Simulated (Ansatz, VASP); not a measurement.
**Sb in VASP and in Ansatz**

INCAR

```
  PREC = Accurate
  ENCUT = 520
  EDIFF = 1E-6
  ISMEAR = 0
  SIGMA = 0.1
  LREAL = False
  LASPH = True
  NELM = 100
  ALGO = Normal
  ISIF = 2
  LWAVE = False
  LCHARG = False
  GGA = PE
  NBANDS = 8
```

File KPOINTS:

```
Automatic mesh
0
Gamma
  16 16 16
```

File POSCAR:

```
Sb
1.0
   -1.8039913278      1.8039913278      1.8039913278
    1.8039913278     -1.8039913278      1.8039913278
    1.8039913278      1.8039913278     -1.8039913278
Sb
1
Direct
    0.0000000000      0.0000000000      0.0000000000
```

Input for Ansatz:

```yaml
crystal:
  lattice:
    - [-1.8039913278, 1.8039913278, 1.8039913278]
    - [1.8039913278, -1.8039913278, 1.8039913278]
    - [1.8039913278, 1.8039913278, -1.8039913278]
  atoms:
    - { symbol: Sb, position: [0.0, 0.0, 0.0] }
basis:
  ecutwfc: 420
kpoints:
  mp_grid: { grid: [16, 16, 16] }
hamiltonian:
  xc: pbe
scf:
  occupations: { method: gaussian, width: 0.1 }
output:
  forces: true
  stress: true
  eigenvalues: true
```

Alike in both runs: task single point; functional PBE; k mesh 16 × 16 × 16; occupations gaussian, width 0.1 eV; no spin polarisation.

```csv
,VASP,Ansatz
version,VASP 6.6.1,Ansatz 0.2.0
potentials or method,"VASP PAW PBE potentials, release 64 (Sb), cutoff 520 eV","scalar-relativistic, plane waves, PAW"
valence electrons in the cell,5,15
```

Ansatz gave:

* gap on the k mesh at the Fermi level (eV): none
* pressure (GPa): 12.3

Q: Which values does VASP return?

A: gap on the k mesh at the Fermi level (eV): none; pressure (GPa): 12.2.

A gap of «none» marks a metal or a gap that the smearing closes. VASP's potentials hold 5 valence electrons a cell and Ansatz's 15, so a difference there can come from the potentials and not from the codes.

Spin-orbit coupling is off throughout.
